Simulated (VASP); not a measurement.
Input of a VASP 6.6.1 run:

INCAR

```
SYSTEM = GaN
ALGO = Normal
EDIFF = 1E-6
ENCUT = 520
GGA = PS
ISIF = 2
ISMEAR = 0
LASPH = .True.
LCHARG = .False.
LREAL = .False.
LWAVE = .False.
NBANDS = 16
NELM = 60
PREC = Accurate
SIGMA = 0.05
```

KPOINTS

```
k-points
0
Gamma
  10 10 10
  0 0 0
```

File POSCAR:

```
GaN
1.0
    0.0000000000      2.2489555081      2.2489555081
    2.2489555081      0.0000000000      2.2489555081
    2.2489555081      2.2489555081      0.0000000000
Ga N
1 1
Direct
    0.0000000000      0.0000000000      0.0000000000
    0.7500000000      0.7500000000      0.7500000000
```

Potentials or basis: VASP PAW PBE potentials, release 64 (Ga_d, N).

Command:

```sh
$ cat potpaw_PBE.64/Ga_d/POTCAR potpaw_PBE.64/N/POTCAR > POTCAR
$ mpirun -np 1 vasp_std > vasp.out
```

Problem. What does it give for the pressure?

Solution. -0.2 GPa.

Problem. Estimate the band gap on the k mesh.

Solution. 1.72 eV, direct.

Caveat: the PAW data sets were made with another functional, which shifts forces and pressure a little.
